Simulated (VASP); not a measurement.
# In (I4/mmm) in VASP: notebook, part 2 of 2

VASP 6.6.1.

### 3 Single point, r2SCAN

This run uses another cell than the first one, of 27.19 Å³/atom, 1.040 times its volume.

The input, POSCAR:

```
In
1.0
   -1.6468602161      1.6468602161      2.5062524172
    1.6468602161     -1.6468602161      2.5062524172
    1.6468602161      1.6468602161     -2.5062524172
In
1
Direct
    0.0000000000      0.0000000000      0.0000000000
```

The input, INCAR.step1:

```
PREC     = Accurate       # precision mode
ENCUT    = 520            # plane-wave cutoff, eV
ISMEAR   = -1             # smearing method
SIGMA    = 0.05           # smearing width, eV
LREAL    = False          # projectors in reciprocal space
LASPH    = True           # aspherical terms in the spheres
NELM     = 100            # most SCF steps
NBANDS   = 12             # bands
GGA      = PE             # functional
ALGO     = Normal         # electronic algorithm
EDIFF    = 1E-4           # SCF threshold, eV
LWAVE    = True           # write WAVECAR
LCHARG   = False          # write CHGCAR
```

The input, INCAR.step2:

```
PREC     = Accurate       # precision mode
ENCUT    = 520            # plane-wave cutoff, eV
EDIFF    = 1E-6           # SCF threshold, eV
ISMEAR   = -1             # smearing method
SIGMA    = 0.05           # smearing width, eV
LREAL    = False          # projectors in reciprocal space
LASPH    = True           # aspherical terms in the spheres
NELM     = 100            # most SCF steps
ALGO     = Normal         # electronic algorithm
ISIF     = 2              # what is computed and relaxed
LWAVE    = False          # write WAVECAR
LCHARG   = False          # write CHGCAR
METAGGA  = R2SCAN         # meta-GGA
LMIXTAU  = True         
NBANDS   = 12             # bands
ISTART   = 1
```

The input, KPOINTS:

```
Automatic mesh
0
Gamma
  11 11 11
```

Potentials or basis: VASP PAW PBE potentials, release 64 (In_d).

The run is started by

```bash
$ cat potpaw_PBE.64/In_d/POTCAR > POTCAR
$ cp INCAR.step1 INCAR
$ mpirun -np 1 vasp_std > vasp.out
$ cp INCAR.step2 INCAR
$ mpirun -np 1 vasp_std > vasp.out
```

OUTCAR:

```text
PREC = Accurate
   ENCUT = 520
   EDIFF = 1E-6
   ISMEAR = -1
   LREAL = False
   LASPH = True
   NELM = 100
   ISIF = 2
   METAGGA = R2SCAN
   ISTART = 1

 ion  position               nearest neighbor table
   1  0.000  0.000  0.000-

  LATTYP: Found a body centered tetragonal cell.
 ALAT       =     3.2937204322
 C/A-ratio  =     1.5218367611

  Lattice vectors:

 A1 = (  -1.6468602161,   1.6468602161,   2.5062524172)
 A2 = (   1.6468602161,  -1.6468602161,   2.5062524172)
 A3 = (   1.6468602161,   1.6468602161,  -2.5062524172)

Analysis of symmetry for initial positions (statically):
=====================================================================
 Subroutine PRICEL returns:
 Original cell was already a primitive cell.

 Routine SETGRP: Setting up the symmetry group for a
 body centered tetragonal supercell.

 Subroutine GETGRP returns: Found 16 space group operations
 (whereof 16 operations were pure point group operations)
 out of a pool of 16 trial point group operations.

The static configuration has the point symmetry D_4h.

Analysis of symmetry for dynamics (positions and initial velocities):
=====================================================================
 Subroutine PRICEL returns:
 Original cell was already a primitive cell.

 Routine SETGRP: Setting up the symmetry group for a
 body centered tetragonal supercell.

 Subroutine GETGRP returns: Found 16 space group operations
 (whereof 16 operations were pure point group operations)
 out of a pool of 16 trial point group operations.

The dynamic configuration has the point symmetry D_4h.

 Subroutine INISYM returns: Found 16 space group operations
 (whereof 16 operations are pure point group operations),
 and found     1 'primitive' translations

----------------------------------------------------------------------------------------

                                     Primitive cell

  volume of cell :      27.1893

  direct lattice vectors                    reciprocal lattice vectors
    -1.646860216  1.646860216  2.506252417     0.000000000  0.303608039  0.199501054
     1.646860216 -1.646860216  2.506252417     0.303608039  0.000000000  0.199501054
     1.646860216  1.646860216 -2.506252417     0.303608039  0.303608039  0.000000000

  length of vectors
     3.421344520  3.421344520  3.421344520     0.363288469  0.363288469  0.429366606

  position of ions in fractional coordinates (direct lattice)
     0.000000000  0.000000000  0.000000000

  ion indices of the primitive-cell ions
   primitive index   ion index
                 1           1

----------------------------------------------------------------------------------------

 KPOINTS: Automatic mesh

Automatic generation of k-mesh.
 Grid dimensions read from file:
 generate k-points for:   11   11   11

 Generating k-lattice:

  Cartesian coordinates                     Fractional coordinates (reciprocal lattice)
     0.000000000  0.027600731  0.018136459     0.090909091  0.000000000  0.000000000
     0.027600731  0.000000000  0.018136459     0.000000000  0.090909091  0.000000000
     0.027600731  0.027600731  0.000000000     0.000000000  0.000000000  0.090909091

  Length of vectors
     0.033026224  0.033026224  0.039033328

  Shift w.r.t. Gamma in fractional coordinates (k-lattice)
     0.000000000  0.000000000  0.000000000

 Subroutine IBZKPT returns following result:
 ===========================================

 Found    126 irreducible k-points:

 Following reciprocal coordinates:
            Coordinates               Weight
  0.000000  0.000000  0.000000      1.000000
  0.090909  0.000000 -0.000000      8.000000
  0.181818  0.000000  0.000000      8.000000
  0.272727  0.000000  0.000000      8.000000
  0.363636  0.000000  0.000000      8.000000
  0.454545  0.000000  0.000000      8.000000
[... 16 lines left out ...]
 -0.272727  0.181818  0.000000     16.000000
 -0.181818  0.181818  0.000000      4.000000
 [... further k-points ...]
   k-points           NKPTS =    126   k-points in BZ     NKDIM =    126   number of bands    NBANDS=     12
   number of dos      NEDOS =    301   number of ions     NIONS =      1
   total plane-waves  NPLWV =  21952
   dimension x,y,z NGX =    28 NGY =   28 NGZ =   28
   dimension x,y,z NGXF=    56 NGYF=   56 NGZF=   56
   ions per type =               1
   NGX,Y,Z   is equivalent  to a cutoff of  13.61, 13.61, 13.61 a.u.
   NGXF,Y,Z  is equivalent  to a cutoff of  27.21, 27.21, 27.21 a.u.
 SYSTEM =  unknown system
   PREC   = accura    normal or accurate (medium, high low for compatibility)
   ISTART =      1    job   : 0-new  1-cont  2-samecut
   ICHARG =      0    charge: 1-file 2-atom 10-const
   ISPIN  =      1    spin polarized calculation?
   LNONCOLLINEAR =      F non collinear calculations
   LSORBIT =      F    spin-orbit coupling
   LASPH  =      T    aspherical Exc in radial PAW
   ENCUT  =  520.0 eV  38.22 Ry    6.18 a.u.   6.36  6.36  6.36*2*pi/ulx,y,z
   NELM   =    100;   NELMIN=  2; NELMDL=  0     # of ELM steps
   EDIFF  = 0.1E-05   stopping-criterion for ELM
   LREAL  =      F    real-space projection
   EDIFFG = 0.1E-04   stopping-criterion for IOM
   NSW    =      0    number of steps for IOM
   IBRION =     -1    ionic relax: 0-MD 1-quasi-New 2-CG
   NFREE  =      0    steps in history (QN), initial steepest desc. (CG)
   ISIF   =      2    stress and relaxation
   ISYM   =      2    0-nonsym 1-usesym 2-fastsym
   POTIM  = 0.5000    time-step for ionic-motion
   TEBEG  =    0.0;   TEEND  =   0.0 temperature during run
   PSTRESS=    0.0 pullay stress
   NELECT =      13.0000    total number of electrons
   NUPDOWN=      -1.0000    fix difference up-down
   EMIN   =  10.00;   EMAX   =-10.00  energy-range for DOS
   EFERMI =   0.00;   METHOD = LEGACY
   ISMEAR =    -1;   SIGMA  =   0.05  broadening in eV -4-tet -1-fermi 0-gaus
   EFERMI_NEDOS =   21; number of points for ismear=-14 and -15
   IALGO  =     38    algorithm
   IMIX   =      4    mixing-type and parameters
     AMIX     =   0.40;   BMIX     =  1.00
     AMIX_MAG =   1.60;   BMIX_MAG =  1.00
  volume/ion in A,a.u.               =      27.19       183.48
  Fermi-wavevector in a.u.,A,eV,Ry     =   1.280137  2.419109 22.296565  1.638751
  Thomas-Fermi vector in A             =   2.412582
   LORBIT       =      0    0 simple, 1 ext, 2 COOP (PROOUT), +10 PAW based schemes
   METAGGA = R2SCAN    functional components
   LHFCALC =     F    Hartree Fock is set to
   AEXX    =    0.0000 exact exchange contribution
   IVDW    =     0    specifies the selected vdW correction
   LEPSILON=     F    determine dielectric tensor
   LRPA    =     F    only Hartree local field effects (RPA)
 non-spin polarized calculation
  energy-cutoff  :      520.00
  volume of cell :       27.19
 maximum number of plane-waves:       745
 NGX is ok and might be reduce to    28
   NGX = 13   NGY = 13   NGZ = 13

 number of electron      12.9999998 magnetization

 Free energy of the ion-electron system (eV)
  ---------------------------------------------------
  ext. energy  EPLUGINS =         0.00000000
  ---------------------------------------------------
  free energy    TOTEN  =       -22.56983182 eV

  energy without entropy =      -22.56637359  energy(sigma->0) =      -22.56810271

 E-fermi :   7.0837     XC(G=0): -10.8703

 val. band max:        7.0693844414   @ k =  -0.4545   0.4545   0.2727
 cond. band min:       7.1268464947   @ k =  -0.4545  -0.4545   0.1818
 fundamental gap:      0.0574620533
 Fermi energy:         7.0836775401

 k-point     1 :       0.0000    0.0000    0.0000
  band No.  band energies     occupation
      1      -8.2046      2.00000
      2      -8.1029      2.00000
      3      -8.1029      2.00000
      4      -8.0296      2.00000
      5      -7.9261      2.00000
      6      -2.7092      2.00000
      7      17.8457      0.00000
      8      17.8457      0.00000
      9      18.0429      0.00000
     10      19.1674      0.00000
     11      21.1999      0.00000
     12      21.4469      0.00000
[... 331 lines left out ...]
 k-point    24 :      -0.1818    0.1818    0.0000
  band No.  band energies     occupation
      1      -8.1702      2.00000
      2      -8.0772      2.00000
      3      -8.0326      2.00000
      4      -8.0272      2.00000
      5      -7.9490      2.00000
      6      -1.6670      2.00000
      7      14.3436      0.00000
      8      14.6783      0.00000
      9      15.3603      0.00000
     10      16.6441      0.00000
     11      19.0547      0.00000
     12      24.1679      0.00000

 [... further k-points ...]
[... 5 lines left out ...]
  --------------------------------------------------------------------------------------
  -------------------------------------------------------------------------------------
  Total       -0.2010921     -0.2010921     -0.2457056      0.0000000     -0.0000000      0.0000000
  in kB      -11.8497013    -11.8497013    -14.4786278      0.0000000     -0.0000000      0.0000000
  external PRESSURE =     -12.7260101 kB  Pullay stress =       0.0000000 kB

 VOLUME and BASIS-vectors are now :
 -----------------------------------------------------------------------------
  energy-cutoff  :      520.00
  volume of cell :       27.19
      direct lattice vectors                 reciprocal lattice vectors
    -1.646860216  1.646860216  2.506252417     0.000000000  0.303608039  0.199501054
     1.646860216 -1.646860216  2.506252417     0.303608039  0.000000000  0.199501054
     1.646860216  1.646860216 -2.506252417     0.303608039  0.303608039  0.000000000

 POSITION                                       TOTAL-FORCE (eV/Angst)
 -----------------------------------------------------------------------------------
      0.00000      0.00000      0.00000         0.000000      0.000000      0.000000
 -----------------------------------------------------------------------------------
    total drift:                               -0.000000     -0.000000     -0.000000

  FREE ENERGIE OF THE ION-ELECTRON SYSTEM (eV)
  ---------------------------------------------------
  free  energy   TOTEN  =       -22.5698318176 eV

  energy  without entropy=      -22.5663735940  energy(sigma->0) =      -22.56810271
```

Wall time 2.9 min (1 thread of Intel Xeon Platinum 8259CL at 2.50GHz (Skylake/Cascade Lake), shared host); peak memory 0.19 GiB.

What came out:

* Free energy: -22.5698 eV
* Pressure: -1.3 GPa

Stress tensor (GPa, compression positive):
```
-1.18  0.00  0.00
 0.00 -1.18  0.00
 0.00  0.00 -1.45
```

Caveat: the PAW data sets were made with another functional, which shifts forces and pressure a little; spin-orbit coupling is left out, which moves the levels of the heavy elements.
